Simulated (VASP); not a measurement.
Input of a VASP 6.6.1 run:

Contents of INCAR:

```
SYSTEM = Si4Mo2S
ALGO = Fast ; DIPOL = 0.5 0.5 0.360
EDIFF = 1E-6 ; ENCUT = 520
GGA = PE ; IDIPOL = 3
ISIF = 2 ; ISMEAR = 0
LASPH = .TRUE. ; LCHARG = .TRUE.
LDIPOL = .TRUE. ; LELF = .TRUE.
LREAL = .FALSE. ; LVACPOTAV = .TRUE.
LVHAR = .TRUE. ; LWAVE = .FALSE.
NBANDS = 34 ; NELM = 60
PREC = Accurate ; SIGMA = 0.1
```

KPOINTS

```
k-points
0
G
  8 8 1
  0 0 0
```

POSCAR

```
Si4Mo2S
1.0
    3.2169717406      0.0000000000      0.0000000000
    0.0000000000      3.2169717406      0.0000000000
    0.0000000000      0.0000000000     21.8787970309
Si Mo S
4 2 1
Direct
    0.0000000000      0.0000000000      0.1828254083
    0.0000000000      0.0000000000      0.3015081460
    0.5000000000      0.5000000000      0.3593659940
    0.5000000000      0.5000000000      0.4743769512
    0.5000000000      0.5000000000      0.2421667771
    0.0000000000      0.0000000000      0.4192862009
    0.6250000000      1.0000000000      0.5413477188
```

Potentials or basis: VASP PAW PBE potentials, release 64 (Si, Mo_sv, S).

Run with:

```console
$ cat potpaw_PBE.64/Si/POTCAR potpaw_PBE.64/Mo_sv/POTCAR potpaw_PBE.64/S/POTCAR > POTCAR
$ mpirun -np 1 vasp_std > vasp.out
```

Task: Predict the band gap on the k mesh.

Result: Zero (bands 25 and 26 overlap by 0.52 eV).

Task: Predict the largest force.

Result: 0.687 eV/Å.

Forces on the atoms (eV/Å):
```
Si  -0.026  0.000  0.569
Si   0.033  0.000 -0.594
Si  -0.099  0.000 -0.255
Si   0.012  0.000  0.687
Mo   0.053  0.000 -0.124
Mo  -0.260  0.000 -0.242
S    0.287  0.000 -0.042
```
